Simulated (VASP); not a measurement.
Input of a VASP 6.6.1 run:

Contents of INCAR:

```
SYSTEM = Ag
PREC = Accurate
ENCUT = 520
EDIFF = 1E-6
ISMEAR = -1
SIGMA = 0.1
LREAL = .FALSE.
LASPH = .TRUE.
NELM = 60
ALGO = Normal
ISIF = 2
LWAVE = .FALSE.
LCHARG = .TRUE.
GGA = PS
LELF = .TRUE.
LVHAR = .TRUE.
NBANDS = 24
```

Contents of KPOINTS:

```
regular mesh
0
G
  9 9 13
  0 0 0
```

File POSCAR:

```
Ag
1.0
    4.5540460458      0.0000000000      0.0000000000
   -2.2770230229      3.9439195656      0.0000000000
    0.0000000000      0.0000000000      2.7286220725
Ag
3
Direct
    0.0000000000      1.0000000000      0.0000000000
    0.3333333333      0.6666666667      0.5000000000
    0.6666666667      0.3333333333      0.5000000000
```

Potentials or basis: VASP PAW PBE potentials, release 64 (Ag).

Run with:

```console
$ cat potpaw_PBE.64/Ag/POTCAR > POTCAR
$ mpirun -np 1 vasp_std > vasp.out
```

Question: What does it give for the pressure?

Answer: 4.9 GPa.

Stress tensor (GPa, compression positive):
```
5.04 0.00 0.00
0.00 5.04 0.00
0.00 0.00 4.55
```

Caveat: the PAW data sets were made with another functional, which shifts forces and pressure a little.
